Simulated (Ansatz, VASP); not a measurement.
# GaO: VASP beside Ansatz

```xyz
8
Lattice="3.0748 0.0000 0.0000 -1.5374 2.6629 0.0000 0.0000 0.0000 13.0773" Properties=species:S:1:pos:R:3 pbc="T T T"
Ga    0.0000    1.7753    5.5578
Ga    0.0000    1.7753    7.5194
Ga    0.0000    0.0000    0.9808
Ga    0.0000    0.0000   12.0965
O     1.5374    0.8876    1.9616
O     1.5374    0.8876   11.1157
O     0.0000    0.0000    4.5770
O     0.0000    0.0000    8.5002
```

Alike in both runs: task relaxation of cell and atoms; functional PBEsol; k mesh 6 × 6 × 2; occupations gaussian, width 0.1 eV; no spin polarisation.

|  | VASP | Ansatz |
| --- | --- | --- |
| version | VASP 6.6.1 | Ansatz 0.2.0 |
| potentials or method | VASP PAW PBE potentials, release 64 (Ga_d, O), cutoff 600 eV | scalar-relativistic, plane waves, PAW |
| valence electrons in the cell | 76 | 76 |

VASP gave:

```
gap on the k mesh at the Fermi level, each at its own relaxed structure (eV) : 1.29
relaxed volume (Å³/atom)                                                     : 13.71
relaxed length of the cell vector where the two differ most in proportion (Å)              : 13.528
```

Question: Which values does Ansatz return?

Answer: gap on the k mesh at the Fermi level, each at its own relaxed structure (eV): 1.25; relaxed volume (Å³/atom): 13.56; relaxed length of the cell vector where the two differ most in proportion (Å): 13.369.

VASP's potentials were made for PBE, not for PBEsol.
